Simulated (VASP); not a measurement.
# Re (Fm-3m) in VASP: single point with PBE

Aim: the single point of Re with PBE.

Program: VASP 6.6.1. These are calculated values, not measurements. Logs are shortened: lines on timing, memory, paths and dates and some standing lists are left out, and cuts for length are marked.

### 1 The cell of the first run

The structure is cubic, space group Fm-3m (No. 225). The conventional cell has a = 3.913 Å, b = 3.913 Å, c = 3.913 Å, α = 90.00°, β = 90.00°, γ = 90.00°. Within 3.6 Å of Re (site symmetry m-3m) lie 12 Re at 2.77 Å.

### 2 Single point, PBE

Input file INCAR:

```
SYSTEM = Re
PREC = Accurate ; ENCUT = 600
EDIFF = 1E-6 ; ISMEAR = 0
SIGMA = 0.1 ; LREAL = .FALSE.
LASPH = .TRUE. ; NELM = 120
ALGO = Normal ; ISIF = 2
LWAVE = .FALSE. ; LCHARG = .FALSE.
GGA = PE ; NBANDS = 10
GGA_COMPAT = .FALSE.
```

Input file KPOINTS:

```
Automatic mesh
0
G
  8 8 8
  0 0 0
```

Input file POSCAR:

```
Re
1.0
    0.0000000000      1.9566279040      1.9566279040
    1.9566279040      0.0000000000      1.9566279040
    1.9566279040      1.9566279040      0.0000000000
Re
1
Direct
    0.0000000000      0.0000000000      0.0000000000
```

Potentials or basis: VASP PAW PBE potentials, release 64 (Re).

On the command line:

```console
cat potpaw_PBE.64/Re/POTCAR > POTCAR
mpirun -np 1 vasp_std > vasp.out
```

OUTCAR:

```text
SYSTEM = Re
   PREC = Accurate
   ENCUT = 600
   EDIFF = 1E-6
   ISMEAR = 0
   LREAL = .FALSE.
   LASPH = .TRUE.
   NELM = 120
   ISIF = 2
   GGA = PE

 ion  position               nearest neighbor table
   1  0.000  0.000  0.000-

  LATTYP: Found a face centered cubic cell.
 ALAT       =     3.9132558080

  Lattice vectors:

 A1 = (   0.0000000000,   1.9566279040,   1.9566279040)
 A2 = (   1.9566279040,   0.0000000000,   1.9566279040)
 A3 = (   1.9566279040,   1.9566279040,   0.0000000000)

Analysis of symmetry for initial positions (statically):
=====================================================================
 Subroutine PRICEL returns:
 Original cell was already a primitive cell.

 Routine SETGRP: Setting up the symmetry group for a
 face centered cubic supercell.

 Subroutine GETGRP returns: Found 48 space group operations
 (whereof 48 operations were pure point group operations)
 out of a pool of 48 trial point group operations.

The static configuration has the point symmetry O_h .

Analysis of symmetry for dynamics (positions and initial velocities):
=====================================================================
 Subroutine PRICEL returns:
 Original cell was already a primitive cell.

 Routine SETGRP: Setting up the symmetry group for a
 face centered cubic supercell.

 Subroutine GETGRP returns: Found 48 space group operations
 (whereof 48 operations were pure point group operations)
 out of a pool of 48 trial point group operations.

The dynamic configuration has the point symmetry O_h .

 Subroutine INISYM returns: Found 48 space group operations
 (whereof 48 operations are pure point group operations),
 and found     1 'primitive' translations

----------------------------------------------------------------------------------------

                                     Primitive cell

  volume of cell :      14.9815

  direct lattice vectors                    reciprocal lattice vectors
     0.000000000  1.956627904  1.956627904    -0.255541689  0.255541689  0.255541689
     1.956627904  0.000000000  1.956627904     0.255541689 -0.255541689  0.255541689
     1.956627904  1.956627904  0.000000000     0.255541689  0.255541689 -0.255541689

  length of vectors
     2.767089718  2.767089718  2.767089718     0.442611189  0.442611189  0.442611189

  position of ions in fractional coordinates (direct lattice)
     0.000000000  0.000000000  0.000000000

  ion indices of the primitive-cell ions
   primitive index   ion index
                 1           1

----------------------------------------------------------------------------------------

 KPOINTS: Automatic mesh

Automatic generation of k-mesh.
 Grid dimensions read from file:
 generate k-points for:    8    8    8

 Generating k-lattice:

  Cartesian coordinates                     Fractional coordinates (reciprocal lattice)
    -0.031942711  0.031942711  0.031942711     0.125000000  0.000000000  0.000000000
     0.031942711 -0.031942711  0.031942711     0.000000000  0.125000000  0.000000000
     0.031942711  0.031942711 -0.031942711     0.000000000  0.000000000  0.125000000

  Length of vectors
     0.055326399  0.055326399  0.055326399

  Shift w.r.t. Gamma in fractional coordinates (k-lattice)
     0.000000000  0.000000000  0.000000000

 Subroutine IBZKPT returns following result:
 ===========================================

 Found     29 irreducible k-points:

 Following reciprocal coordinates:
            Coordinates               Weight
  0.000000  0.000000  0.000000      1.000000
  0.125000  0.000000  0.000000      8.000000
  0.250000  0.000000  0.000000      8.000000
  0.375000  0.000000  0.000000      8.000000
  0.500000  0.000000  0.000000      4.000000
  0.125000  0.125000  0.000000      6.000000
[... 16 lines left out ...]
  0.500000  0.250000  0.125000     48.000000
 -0.375000  0.250000  0.125000     24.000000
 [... further k-points ...]
   k-points           NKPTS =     29   k-points in BZ     NKDIM =     29   number of bands    NBANDS=     10
   number of dos      NEDOS =    301   number of ions     NIONS =      1
   total plane-waves  NPLWV =  13824
   dimension x,y,z NGX =    24 NGY =   24 NGZ =   24
   dimension x,y,z NGXF=    48 NGYF=   48 NGZF=   48
   ions per type =               1
   NGX,Y,Z   is equivalent  to a cutoff of  14.42, 14.42, 14.42 a.u.
   NGXF,Y,Z  is equivalent  to a cutoff of  28.84, 28.84, 28.84 a.u.
 SYSTEM =  Re
   PREC   = accura    normal or accurate (medium, high low for compatibility)
   ISTART =      0    job   : 0-new  1-cont  2-samecut
   ICHARG =      2    charge: 1-file 2-atom 10-const
   ISPIN  =      1    spin polarized calculation?
   LNONCOLLINEAR =      F non collinear calculations
   LSORBIT =      F    spin-orbit coupling
   LASPH  =      T    aspherical Exc in radial PAW
   ENCUT  =  600.0 eV  44.10 Ry    6.64 a.u.   5.53  5.53  5.53*2*pi/ulx,y,z
   NELM   =    120;   NELMIN=  2; NELMDL= -5     # of ELM steps
   EDIFF  = 0.1E-05   stopping-criterion for ELM
   LREAL  =      F    real-space projection
   EDIFFG = 0.1E-04   stopping-criterion for IOM
   NSW    =      0    number of steps for IOM
   IBRION =     -1    ionic relax: 0-MD 1-quasi-New 2-CG
   NFREE  =      0    steps in history (QN), initial steepest desc. (CG)
   ISIF   =      2    stress and relaxation
   ISYM   =      2    0-nonsym 1-usesym 2-fastsym
   POTIM  = 0.5000    time-step for ionic-motion
   TEBEG  =    0.0;   TEEND  =   0.0 temperature during run
   PSTRESS=    0.0 pullay stress
   NELECT =       7.0000    total number of electrons
   NUPDOWN=      -1.0000    fix difference up-down
   EMIN   =  10.00;   EMAX   =-10.00  energy-range for DOS
   EFERMI =   0.00;   METHOD = LEGACY
   ISMEAR =     0;   SIGMA  =   0.10  broadening in eV -4-tet -1-fermi 0-gaus
   EFERMI_NEDOS =   21; number of points for ismear=-14 and -15
   IALGO  =     38    algorithm
   IMIX   =      4    mixing-type and parameters
     AMIX     =   0.40;   BMIX     =  1.00
     AMIX_MAG =   1.60;   BMIX_MAG =  1.00
  volume/ion in A,a.u.               =      14.98       101.10
  Fermi-wavevector in a.u.,A,eV,Ry     =   1.270348  2.400609 21.956854  1.613783
  Thomas-Fermi vector in A             =   2.403340
   LORBIT       =      0    0 simple, 1 ext, 2 COOP (PROOUT), +10 PAW based schemes
   GGA     = PE    functional components
   LHFCALC =     F    Hartree Fock is set to
   AEXX    =    0.0000 exact exchange contribution
   IVDW    =     0    specifies the selected vdW correction
   LEPSILON=     F    determine dielectric tensor
   LRPA    =     F    only Hartree local field effects (RPA)
 non-spin polarized calculation
 Gauss-broadening in eV      SIGMA  =   0.10
  energy-cutoff  :      600.00
  volume of cell :       14.98
 maximum number of plane-waves:       531
 NGX is ok and might be reduce to    24
   NGX = 11   NGY = 11   NGZ = 11

 number of electron       7.0000001 magnetization

 Free energy of the ion-electron system (eV)
  ---------------------------------------------------
  ext. energy  EPLUGINS =         0.00000000
  ---------------------------------------------------
  free energy    TOTEN  =       -12.34079356 eV

  energy without entropy =      -12.33499630  energy(sigma->0) =      -12.33789493

 E-fermi :   8.1173     XC(G=0): -13.6282

 val. band max:        7.7657149975   @ k =   0.5000   0.2500   0.1250
 cond. band min:       8.1233516698   @ k =   0.5000   0.0000   0.0000
 fundamental gap:      0.3576366724
 Fermi energy:         8.1173313027

 k-point     1 :       0.0000    0.0000    0.0000
  band No.  band energies     occupation
      1      -2.0785      2.00000
      2       6.0691      2.00000
      3       6.0691      2.00000
      4       6.0691      2.00000
      5       9.1825      0.00000
      6       9.1825      0.00000
      7      21.8034      0.00000
      8      27.3860      0.00000
      9      27.3860      0.00000
     10      27.3860      0.00000

 k-point     2 :       0.1250    0.0000    0.0000
  band No.  band energies     occupation
      1      -1.3900      2.00000
      2       5.6472      2.00000
      3       6.3608      2.00000
      4       6.3608      2.00000
      5       8.9812      0.00000
      6       8.9812      0.00000
      7      23.0524      0.00000
      8      24.9564      0.00000
      9      28.6465      0.00000
     10      28.6465      0.00000

 k-point     3 :       0.2500    0.0000    0.0000
  band No.  band energies     occupation
      1       0.1967      2.00000
      2       5.2459      2.00000
      3       6.5320      2.00000
      4       6.5320      2.00000
      5       9.3275      0.00000
      6       9.3275      0.00000
      7      21.7796      0.00000
      8      25.4087      0.00000
      9      31.8597      0.00000
     10      31.9106      0.00000

 k-point     4 :       0.3750    0.0000    0.0000
  band No.  band energies     occupation
      1       1.1098      2.00000
      2       6.1020      2.00000
      3       6.1020      2.00000
      4       6.5756      2.00000
      5      10.7849      0.00000
      6      10.7849      0.00000
      7      19.3558      0.00000
      8      22.8159      0.00000
      9      29.7564      0.00000
     10      29.7564      0.00000
[... 222 lines left out ...]
 k-point    22 :       0.3750    0.2500    0.1250
  band No.  band energies     occupation
      1       1.6168      2.00000
      2       4.0935      2.00000
      3       5.7834      2.00000
      4       8.2635      0.03868
      5       8.3294      0.00271
      6      11.3776      0.00000
      7      23.0488      0.00000
      8      26.3587      0.00000
      9      26.8664      0.00000
     10      28.3473      0.00000

 k-point    23 :       0.5000    0.2500    0.1250
  band No.  band energies     occupation
      1       2.6785      2.00000
      2       4.4905      2.00000
      3       5.0596      2.00000
      4       7.7657      2.00000
      5      10.2698      0.00000
      6      13.3835      0.00000
      7      19.6505      0.00000
      8      24.6523      0.00000
      9      25.1214      0.00000
     10      30.0284      0.00000

 k-point    24 :      -0.3750    0.2500    0.1250
  band No.  band energies     occupation
      1       2.7888      2.00000
      2       4.2469      2.00000
      3       6.0156      2.00000
      4       7.4208      2.00000
      5      11.2170      0.00000
      6      15.0948      0.00000
      7      16.6861      0.00000
      8      24.2693      0.00000
      9      25.1421      0.00000
     10      27.9620      0.00000

 [... further k-points ...]
[... 5 lines left out ...]
  --------------------------------------------------------------------------------------
  -------------------------------------------------------------------------------------
  Total       -0.0366435     -0.0366435     -0.0366435     -0.0000000     -0.0000000     -0.0000000
  in kB       -3.9187966     -3.9187966     -3.9187966     -0.0000000     -0.0000000     -0.0000000
  external PRESSURE =      -3.9187966 kB  Pullay stress =       0.0000000 kB

 VOLUME and BASIS-vectors are now :
 -----------------------------------------------------------------------------
  energy-cutoff  :      600.00
  volume of cell :       14.98
      direct lattice vectors                 reciprocal lattice vectors
     0.000000000  1.956627904  1.956627904    -0.255541689  0.255541689  0.255541689
     1.956627904  0.000000000  1.956627904     0.255541689 -0.255541689  0.255541689
     1.956627904  1.956627904  0.000000000     0.255541689  0.255541689 -0.255541689

 POSITION                                       TOTAL-FORCE (eV/Angst)
 -----------------------------------------------------------------------------------
      0.00000      0.00000      0.00000        -0.000000     -0.000000      0.000000
 -----------------------------------------------------------------------------------
    total drift:                                0.000000      0.000000     -0.000000

  FREE ENERGIE OF THE ION-ELECTRON SYSTEM (eV)
  ---------------------------------------------------
  free  energy   TOTEN  =       -12.3407935643 eV

  energy  without entropy=      -12.3349963047  energy(sigma->0) =      -12.33789493
```

Wall time 14 s (1 thread of Intel Xeon 8259CL, shared host); peak memory 0.14 GiB.

What came out:

```yaml
Free_energy: -12.3408 eV
Pressure: -0.4 GPa
```

Caveat: spin-orbit coupling is left out, which moves the levels of the heavy elements.
